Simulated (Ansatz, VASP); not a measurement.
## Ti2Co in VASP and in Ansatz

```
CELL_PARAMETERS angstrom
0.00000 3.36500 3.36500
3.36500 0.00000 3.36500
3.36500 3.36500 0.00000
ATOMIC_POSITIONS crystal
Ti 0.12500 0.12500 0.12500
Ti 0.62500 0.12500 0.12500
Ti 0.12500 0.12500 0.62500
Ti 0.12500 0.62500 0.12500
Co 0.50000 0.50000 0.50000
Co 0.75000 0.75000 0.75000
```

Alike in both runs: task relaxation of cell and atoms; functional PBEsol; k mesh 2 × 2 × 2; occupations gaussian, width 0.1 eV; collinear spin.

```csv
,VASP,Ansatz
version,VASP 6.6.1,Ansatz 0.2.0
potentials or method,"VASP PAW PBE potentials, release 64 (Ti_sv, Co), cutoff 600 eV","scalar-relativistic, plane waves, PAW"
valence electrons in the cell,66,82
```

```tsv
	VASP	Ansatz	Ansatz less VASP
gap on the k mesh at the Fermi level, each at its own relaxed structure (eV)	none	none	-
net moment per atom (μB)	0.00	0.00	0.000
relaxed volume (Å³/atom)	13.97	13.95	-0.021
relaxed cell length with the largest relative difference (Å)	4.912	4.910	-0.0024
```

VASP's potentials were made for PBE, not for PBEsol. A gap of «none» marks a metal or a gap that the smearing closes. VASP's potentials hold 66 valence electrons a cell and Ansatz's 82, so a difference there can come from the potentials and not from the codes. Ansatz's warnings: seeded moment not kept.

The k mesh is coarse, so the values compare programs but aren't converged.
